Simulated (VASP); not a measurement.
**Pd: single point with PBEsol**

The system is Pd.

```
Pd
1.0
     0.00000    1.93769    1.93769
     1.93769    0.00000    1.93769
     1.93769    1.93769    0.00000
Pd
1
Direct
  0.00000 0.00000 0.00000
```

```yaml
Program: VASP 6.6.1
Task: single point
Functional: PBEsol
Potentials_or_basis: VASP PAW PBE potentials, release 64 (Pd)
Cutoff: 520 eV
k_mesh: 19 × 19 × 19
Occupations: methfessel-paxton, width 0.05 eV
Spin: no spin polarisation
```

| Quantity | Value |
| --- | --- |
| Pressure | -0.3 GPa |
| Band gap on the k mesh | zero (bands 5 and 6 overlap by 1.60 eV) |

Levels at points of the mesh, in eV from the Fermi level:
| k point | band 1 | band 2 | band 3 | band 4 | band 5 | band 6 | band 7 | band 8 | band 9 | band 10 |
| --- | --- | --- | --- | --- | --- | --- | --- | --- | --- | --- |
| (0.00, 0.00, 0.00) | -7.35 | -2.92 | -2.92 | -2.92 | -1.25 | -1.25 | 17.12 | 21.97 | 21.97 | 21.97 |

Wall time 16 s on 1 thread of Intel(R) Xeon(R) Platinum 8488C (Sapphire Rapids), on a shared host, peak memory 0.15 GiB.

Caveat: the PAW data sets were made with another functional, which shifts forces and pressure a little.
